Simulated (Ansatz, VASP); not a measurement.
# Two plane-wave programs on MgS

```
Mg S
1.0
     0.00000    2.83087    2.83087
     2.83087    0.00000    2.83087
     2.83087    2.83087    0.00000
Mg S
1 1
Direct
  0.00000 0.00000 0.00000
  0.75000 0.75000 0.75000
```

Alike in both runs: task single point; functional PBE; k mesh 8 × 8 × 8; occupations fermi-dirac, width 0.02 eV; no spin polarisation.

|  | VASP | Ansatz |
| --- | --- | --- |
| version | VASP 6.6.1 | Ansatz 0.2.0 |
| potentials or method | VASP PAW PBE potentials, release 64 (Mg, S) | plane waves, PAW |
| plane-wave cutoff (eV) | 520 | 420 |
| valence electrons in the cell | 8 | 16 |

|  | VASP | Ansatz | Ansatz less VASP |
| --- | --- | --- | --- |
| gap on the k mesh at the Fermi level (eV) | 3.46 | 3.47 | +0.008 |
| pressure (GPa) | 0.9 | 1.1 | +0.15 |

VASP's potentials hold 8 valence electrons a cell and Ansatz's 16, so a difference there can come from the potentials and not from the codes.
